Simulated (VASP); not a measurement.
Input of a VASP 6.6.1 run:

Contents of POSCAR:

```
MgS
1.0
    4.0286256259      0.0000000000      0.0000000000
   -2.0143128130      3.4888921344      0.0000000000
    0.0000000000      0.0000000000      6.4543928125
Mg S
2 2
Direct
    0.3333333333      0.6666666667     -0.0028727181
    0.6666666667      0.3333333333      0.4971272819
    0.3333333333      0.6666666667      0.3778727181
    0.6666666667      0.3333333333      0.8778727181
```

File INCAR.step1:

```
SYSTEM = MgS
PREC = Accurate ; ENCUT = 500
EDIFF = 1E-8 ; ISMEAR = 0
SIGMA = 0.01 ; LREAL = .FALSE.
LASPH = .TRUE. ; NELM = 100
ALGO = Normal ; LWAVE = .TRUE.
LCHARG = .FALSE. ; GGA = PE
```

Contents of INCAR.step2:

```
SYSTEM = MgS
PREC = Accurate ; ENCUT = 500
EDIFF = 1E-8 ; ISMEAR = 0
SIGMA = 0.01 ; LREAL = .FALSE.
LASPH = .TRUE. ; NELM = 1
ALGO = Exact ; LWAVE = .TRUE.
LCHARG = .FALSE. ; GGA = PE
NBANDS = 349 ; LOPTICS = .TRUE.
ISTART = 1
```

INCAR.step3

```
SYSTEM = MgS
PREC = Accurate ; ENCUT = 500
EDIFF = 1E-8 ; ISMEAR = 0
SIGMA = 0.01 ; LREAL = .FALSE.
LASPH = .TRUE. ; ALGO = EVGW0
LWAVE = .FALSE. ; LCHARG = .FALSE.
GGA = PE ; NELMGW = 1
NBANDS = 349 ; ENCUTGW = 140.0
NOMEGA = 96 ; PRECFOCK = Fast
ISTART = 1 ; NBANDSGW = 16
OMEGAMAX = 20
```

File KPOINTS:

```
regular mesh
0
G
  6 6 2
  0 0 0
```

Potentials or basis: VASP PAW PBE potentials, release 64 (Mg_GW, S_GW).

Run with:

```bash
$ cat potpaw_PBE.64/Mg_GW/POTCAR potpaw_PBE.64/S_GW/POTCAR > POTCAR
$ cp INCAR.step1 INCAR
$ mpirun -np 1 vasp_std > vasp.out
$ cp INCAR.step2 INCAR
$ mpirun -np 1 vasp_std > vasp.out
$ cp INCAR.step3 INCAR
$ mpirun -np 1 vasp_std > vasp.out
```

(1) Predict the quasiparticle gap.

(2) Estimate the least direct quasiparticle gap.

(3) Predict the band gap of the starting levels on the mesh.

(4) Estimate the least direct gap of the starting levels on the mesh.

## Answers

(1) 5.12 eV.

(2) 5.12 eV.

(3) 3.46 eV.

(4) 3.46 eV.

Caveat: the k points lie up to 0.49 Å⁻¹ apart; bands, screening cutoff and mesh are small and nothing is extrapolated, so the quasiparticle values aren't converged; the structure was generated, so it needn't be the stable form of MgS.
